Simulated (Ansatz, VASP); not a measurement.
**Two plane-wave programs on K**

```xyz
1
Lattice="-2.7489 2.7489 2.4871 2.7489 -2.7489 2.4871 2.7489 2.7489 -2.4871" Properties=species:S:1:pos:R:3 pbc="T T T"
K     0.0000    0.0000    0.0000
```

Change from the starting cell: strain +0.050 along x and y, -0.050 along z, atoms carried along.

Alike in both runs: task single point; functional PBE; k mesh 14 × 14 × 14; occupations gaussian, width 0.15 eV; no spin polarisation.

```csv
,VASP,Ansatz
version,VASP 6.6.1,Ansatz 0.2.0
potentials or method,"VASP PAW PBE potentials, release 64 (K_sv), cutoff 520 eV","scalar-relativistic, plane waves, PAW"
valence electrons in the cell,9,9
```

```tsv
	VASP	Ansatz	Ansatz less VASP
gap on the k mesh at the Fermi level (eV)	none	none	-
pressure (GPa)	-0.1	-0.1	0.00
traceless stress, the component that is largest in VASP (GPa)	0.08	0.08	0.000
```

A gap of «none» marks a metal or a gap that the smearing closes.
